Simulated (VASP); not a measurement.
# Ta2N (C2/m) in VASP: single point with PBE

Aim: the single point of Ta2N with PBE.

All numbers are computed with VASP 6.6.1; they aren't measurements. Logs are shortened: lines on timing, memory, paths and dates and some standing lists are left out, and cuts for length are marked.

## 1. The cell of the first run

It takes space group C2/m (No. 12, monoclinic). The conventional cell has a = 5.372 Å, b = 3.101 Å, c = 4.883 Å, α = 90.00°, β = 92.29°, γ = 90.00°. Ta (site symmetry m) has 3 N at 2.14 to 2.20 Å within 2.8 Å. Within 2.8 Å of N (site symmetry 2/m) lie 6 Ta at 2.14 to 2.20 Å.

## 2. Single point, PBE (strain -0.0400 x Voigt [0, 0, 0, 1, 0, 0])

File INCAR:

```
ALGO = Normal ; EDIFF = 1E-6
ENCUT = 520 ; GGA = PE
ISIF = 2 ; ISMEAR = 0
LASPH = True ; LCHARG = False
LREAL = False ; LWAVE = False
NBANDS = 20 ; NELM = 100
PREC = Accurate ; SIGMA = 0.15
```

File KPOINTS:

```
k-points
0
Gamma
  18 18 10
```

File POSCAR:

```
Ta2N
1.0
    3.1011400584      0.0000000000      0.0000000000
   -1.5505700292      2.6856660713     -0.0537133214
    0.0000000000     -0.0976378008      4.8818900414
Ta N
2 1
Direct
    0.6666666667      0.3333333333      0.7449050326
    0.3333333333      0.6666666667      0.2550949674
    0.0000000000      0.0000000000      0.0000000000
```

Potentials or basis: VASP PAW PBE potentials, release 64 (Ta_pv, N).

Started as:

```console
cat potpaw_PBE.64/Ta_pv/POTCAR potpaw_PBE.64/N/POTCAR > POTCAR
mpirun -np 1 vasp_std > vasp.out
```

OUTCAR:

```text
EDIFF = 1E-6
   ENCUT = 520
   GGA = PE
   ISIF = 2
   ISMEAR = 0
   LASPH = True
   LREAL = False
   NELM = 100
   PREC = Accurate

 ion  position               nearest neighbor table
   1  0.667  0.333  0.745-   3 2.14   3 2.20   3 2.20   2 2.93   2 3.02   2 3.02   2 3.04   2 3.04
                             2 3.13
   2  0.333  0.667  0.255-   3 2.14   3 2.20   3 2.20   1 2.93   1 3.02   1 3.02   1 3.04   1 3.04
                             1 3.13
   3  0.000  0.000  0.000-   2 2.14   1 2.14   2 2.20   1 2.20   1 2.20   2 2.20

  LATTYP: Found a base centered monoclinic cell.
 ALAT       =     5.3724063016
 B/A-ratio  =     0.5772348338
 C/A-ratio  =     0.9088788241
 COS(beta)  =    -0.0399840064

  Lattice vectors:

 A1 = (   1.5505700292,   2.6856660713,  -0.0537133214)
 A2 = (  -1.5505700292,   2.6856660713,  -0.0537133214)
 A3 = (   0.0000000000,  -0.0976378008,   4.8818900414)

Analysis of symmetry for initial positions (statically):
=====================================================================
 Subroutine PRICEL returns:
 Original cell was already a primitive cell.

 Routine SETGRP: Setting up the symmetry group for a
 base centered monoclinic supercell.

 Subroutine GETGRP returns: Found  4 space group operations
 (whereof  4 operations were pure point group operations)
 out of a pool of  4 trial point group operations.

The static configuration has the point symmetry C_2h.

Analysis of symmetry for dynamics (positions and initial velocities):
=====================================================================
 Subroutine PRICEL returns:
 Original cell was already a primitive cell.

 Routine SETGRP: Setting up the symmetry group for a
 base centered monoclinic supercell.

 Subroutine GETGRP returns: Found  4 space group operations
 (whereof  4 operations were pure point group operations)
 out of a pool of  4 trial point group operations.

The dynamic configuration has the point symmetry C_2h.

 Subroutine INISYM returns: Found  4 space group operations
 (whereof  4 operations are pure point group operations),
 and found     1 'primitive' translations

[... 84 lines left out ...]
   NGX,Y,Z   is equivalent  to a cutoff of  12.87, 12.86, 12.26 a.u.
   NGXF,Y,Z  is equivalent  to a cutoff of  25.73, 25.73, 24.51 a.u.
 SYSTEM =  unknown system
   PREC   = accura    normal or accurate (medium, high low for compatibility)
   ISTART =      0    job   : 0-new  1-cont  2-samecut
   ICHARG =      2    charge: 1-file 2-atom 10-const
   ISPIN  =      1    spin polarized calculation?
   LNONCOLLINEAR =      F non collinear calculations
   LSORBIT =      F    spin-orbit coupling
   LASPH  =      T    aspherical Exc in radial PAW
   ENCUT  =  520.0 eV  38.22 Ry    6.18 a.u.   5.77  5.77  9.08*2*pi/ulx,y,z
   NELM   =    100;   NELMIN=  2; NELMDL= -5     # of ELM steps
   EDIFF  = 0.1E-05   stopping-criterion for ELM
   LREAL  =      F    real-space projection
   EDIFFG = 0.1E-04   stopping-criterion for IOM
   NSW    =      0    number of steps for IOM
   IBRION =     -1    ionic relax: 0-MD 1-quasi-New 2-CG
   NFREE  =      0    steps in history (QN), initial steepest desc. (CG)
   ISIF   =      2    stress and relaxation
   ISYM   =      2    0-nonsym 1-usesym 2-fastsym
   POTIM  = 0.5000    time-step for ionic-motion
   TEBEG  =    0.0;   TEEND  =   0.0 temperature during run
   PSTRESS=    0.0 pullay stress
   NELECT =      27.0000    total number of electrons
   NUPDOWN=      -1.0000    fix difference up-down
   EMIN   =  10.00;   EMAX   =-10.00  energy-range for DOS
   EFERMI =   0.00;   METHOD = LEGACY
   ISMEAR =     0;   SIGMA  =   0.15  broadening in eV -4-tet -1-fermi 0-gaus
   EFERMI_NEDOS =   21; number of points for ismear=-14 and -15
   IALGO  =     38    algorithm
   IMIX   =      4    mixing-type and parameters
     AMIX     =   0.40;   BMIX     =  1.00
     AMIX_MAG =   1.60;   BMIX_MAG =  1.00
  volume/ion in A,a.u.               =      13.55        91.42
  Fermi-wavevector in a.u.,A,eV,Ry     =   1.428456  2.699390 27.762506  2.040487
  Thomas-Fermi vector in A             =   2.548516
   LORBIT       =      0    0 simple, 1 ext, 2 COOP (PROOUT), +10 PAW based schemes
   GGA     = PE    functional components
   LHFCALC =     F    Hartree Fock is set to
   AEXX    =    0.0000 exact exchange contribution
   IVDW    =     0    specifies the selected vdW correction
   LEPSILON=     F    determine dielectric tensor
   LRPA    =     F    only Hartree local field effects (RPA)
 non-spin polarized calculation
 Gauss-broadening in eV      SIGMA  =   0.15
  energy-cutoff  :      520.00
  volume of cell :       40.64
 maximum number of plane-waves:      1111
   NGX = 11   NGY = 11   NGZ = 19

 number of electron      26.9999999 magnetization

 Free energy of the ion-electron system (eV)
  ---------------------------------------------------
  ext. energy  EPLUGINS =         0.00000000
  ---------------------------------------------------
  free energy    TOTEN  =       -34.35923201 eV

  energy without entropy =      -34.34546370  energy(sigma->0) =      -34.35234785

 E-fermi :   7.5104     XC(G=0): -12.8750

 val. band max:        7.5080703193   @ k =   0.4444   0.4444   0.3000
 cond. band min:       7.5129502281   @ k =   0.0000   0.4444   0.3000
 fundamental gap:      0.0048799088
 Fermi energy:         7.5103665293

 k-point     1 :       0.0000    0.0000    0.0000
  band No.  band energies     occupation
      1     -28.1748      2.00000
      2     -27.4382      2.00000
      3     -27.4357      2.00000
      4     -27.3195      2.00000
      5     -27.3143      2.00000
      6     -27.2000      2.00000
[... 541 lines left out ...]
     19      11.5989      0.00000
     20      11.8790      0.00000

 [... further k-points ...]
[... 5 lines left out ...]
  --------------------------------------------------------------------------------------
  -------------------------------------------------------------------------------------
  Total       -0.3606430      0.7730267      0.2991745      0.0000000      1.5997020      0.0000000
  in kB      -14.2167545     30.4731565     11.7936300      0.0000000     63.0611720      0.0000000
  external PRESSURE =       9.3500107 kB  Pullay stress =       0.0000000 kB

 VOLUME and BASIS-vectors are now :
 -----------------------------------------------------------------------------
  energy-cutoff  :      520.00
  volume of cell :       40.64
      direct lattice vectors                 reciprocal lattice vectors
     3.101140058  0.000000000  0.000000000     0.322462056  0.186248054  0.003724961
    -1.550570029  2.685666071 -0.053713321     0.000000000  0.372496108  0.007449922
     0.000000000 -0.097637801  4.881890041     0.000000000  0.004098413  0.204920666

 POSITION                                       TOTAL-FORCE (eV/Angst)
 -----------------------------------------------------------------------------------
      1.55057      0.82249      3.61864        -0.000000     -0.186826     -0.061543
     -0.00000      1.76554      1.20954         0.000000      0.186826      0.061543
      0.00000      0.00000      0.00000         0.000000     -0.000000      0.000000
 -----------------------------------------------------------------------------------
    total drift:                                0.000000     -0.000000      0.000000

  FREE ENERGIE OF THE ION-ELECTRON SYSTEM (eV)
  ---------------------------------------------------
  free  energy   TOTEN  =       -34.3592320106 eV

  energy  without entropy=      -34.3454636980  energy(sigma->0) =      -34.35234785
```

OSZICAR:

```text
N       E                     dE             d eps       ncg     rms          rms(c)
DAV:   1     0.213519268200E+03    0.21352E+03   -0.15035E+04 34664   0.139E+03
DAV:   2    -0.281086296716E+02   -0.24163E+03   -0.23539E+03 39220   0.398E+02
DAV:   3    -0.375158874401E+02   -0.94073E+01   -0.92215E+01 43792   0.709E+01
DAV:   4    -0.376417377587E+02   -0.12585E+00   -0.12505E+00 42776   0.777E+00
DAV:   5    -0.376431800328E+02   -0.14423E-02   -0.14411E-02 42896   0.675E-01    0.266E+01
DAV:   6    -0.347348777404E+02    0.29083E+01   -0.16277E+01 45128   0.252E+01    0.125E+01
DAV:   7    -0.344190673577E+02    0.31581E+00   -0.17271E+00 39468   0.842E+00    0.682E+00
DAV:   8    -0.343641093466E+02    0.54958E-01   -0.28974E-01 40388   0.412E+00    0.443E-01
DAV:   9    -0.343596586677E+02    0.44507E-02   -0.31441E-02 43520   0.110E+00    0.259E-01
DAV:  10    -0.343593767426E+02    0.28193E-03   -0.53152E-03 43956   0.565E-01    0.798E-02
DAV:  11    -0.343592550126E+02    0.12173E-03   -0.12931E-03 40740   0.213E-01    0.375E-02
DAV:  12    -0.343592322035E+02    0.22809E-04   -0.12996E-04 39928   0.768E-02    0.725E-03
DAV:  13    -0.343592326279E+02   -0.42440E-06   -0.14112E-05 42416   0.227E-02    0.416E-03
DAV:  14    -0.343592320106E+02    0.61727E-06   -0.15910E-06 26564   0.918E-03
   1 F= -.34359232E+02 E0= -.34352348E+02  d E =-.137683E-01
```

Run time: 7.8 min. Hardware: 1 thread of Oxide Virtual Turin-like, shared host; peak memory 0.64 GiB.

Results:

```yaml
Free_energy: -34.3592 eV
Pressure: 0.9 GPa
Largest_force: 0.197 eV/Å
```

Forces on the atoms (eV/Å):
```
Ta   0.000 -0.187 -0.062
Ta   0.000  0.187  0.062
N    0.000  0.000  0.000
```

Stress tensor (GPa, compression positive):
```
-1.42  0.00  0.00
 0.00  3.05  6.31
 0.00  6.31  1.18
```

Caveat: the cell differs from its parent crystal (strain -0.0400 x Voigt [0, 0, 0, 1, 0, 0]); spin-orbit coupling is left out, which moves the levels of the heavy elements.
